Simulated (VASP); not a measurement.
# Si8O: single point with PBE+D3(BJ)

The system is Si8O, a slab with vacuum.

```
Si O
1.0
     3.81552    0.00000    0.00000
     0.00000    6.31294    0.00000
     0.00000    0.00000   21.33187
Si O
8 1
Direct
  0.00000 0.93690 0.18751
  0.00000 0.56310 0.18751
  0.50000 0.43690 0.23915
  0.50000 0.06310 0.23915
  0.50000 0.93327 0.34304
  0.50000 0.56673 0.34304
  0.00000 0.42663 0.38590
  0.00000 0.07337 0.38590
  0.00000 0.09330 0.48903
```

| Item | Value |
| --- | --- |
| Program | VASP 6.6.1 |
| Task | single point |
| Functional | PBE |
| Dispersion | D3(BJ) |
| Potentials or basis | VASP PAW PBE potentials, release 64 (Si, O) |
| Cutoff | 520 eV |
| k mesh | 7 × 4 × 1 |
| Occupations | gaussian, width 0.05 eV |
| Spin | collinear spin, ferromagnetic start |
| Starting moments | [0.0, 0.0, 0.0, 0.0, 0.0, 0.0, 0.0, 0.0, 2.0] μB |

```json
{"Largest force": "3.697 eV/Å", "Net moment": "-0.75 μB per cell", "Site moments": "Si -0.03, +0.02, +0.01, -0.00, -0.01, +0.04; O -0.74 μB", "Valence electrons inside the program's atomic spheres": "Si 1.64, 1.67, 1.72, 1.71, 1.68, 1.63; O 4.67", "Dispersion energy per atom": "-0.233 eV"}
```

Forces on the atoms (eV/Å):
```
Si   0.000 -0.719  0.563
Si   0.000  0.706  0.491
Si   0.000 -0.025 -0.632
Si   0.000 -0.052 -0.488
Si   0.000 -0.203 -0.268
Si   0.000  0.177  0.148
Si   0.000  0.365  0.235
Si   0.000 -0.350  3.647
O    0.000  0.099 -3.695
```

Levels at points of the mesh, in eV from the Fermi level:
Spin up:
```tsv
k point	band 16	band 17	band 18	band 19	band 20	band 21	band 22	band 23
(0.00, 0.00, 0.00)	-0.74	-0.12	0.14	0.21	0.45	0.89	1.48	1.83
(0.00, 0.50, 0.00)	-1.07	-1.00	-0.29	0.11	0.19	1.11	1.60	1.99
```
Spin down:
```csv
k point,band 16,band 17,band 18,band 19,band 20,band 21,band 22,band 23
"(0.00, 0.00, 0.00)",-0.97,-0.94,-0.44,-0.05,0.35,0.84,1.53,1.84
"(0.00, 0.50, 0.00)",-1.38,-1.00,-0.90,-0.78,-0.22,1.06,1.59,2.04
```

Wall time 26 min on 1 thread of Intel(R) Xeon(R) 6975P-C (Granite Rapids), on a shared host, peak memory 0.83 GiB.
